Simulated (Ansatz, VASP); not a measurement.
C: VASP beside Ansatz

```
CELL_PARAMETERS angstrom
2.50944 0.00000 0.00000
-1.25472 2.17324 0.00000
0.00000 0.00000 4.12717
ATOMIC_POSITIONS crystal
C 0.33333 0.66667 0.99973
C 0.66667 0.33333 0.49973
C 0.33333 0.66667 0.37427
C 0.66667 0.33333 0.87427
```

Change from the starting cell: strained cell.

Alike in both runs: functional r2SCAN; k mesh 9 × 9 × 6; occupations gaussian, width 0.02 eV; no spin polarisation.

Ansatz relaxed the structure, and its values are those at the end. VASP's run is a single point on that final structure, the one shown.

```csv
,VASP,Ansatz
version,VASP 6.6.1,Ansatz 0.2.0
potentials or method,"VASP PAW PBE potentials, release 64 (C), cutoff 520 eV","scalar-relativistic, plane waves, PAW"
valence electrons in the cell,16,16
```

```tsv
	VASP	Ansatz	Ansatz less VASP
gap on the k mesh at the Fermi level (eV)	3.55	3.59	+0.041
least direct gap on the mesh (eV)	5.03	5.08	+0.047
pressure (GPa)	3.6	2.5	-1.10
```

VASP's potentials were made for PBE, not for r2SCAN. Ansatz's warnings: stress scf threshold loose.
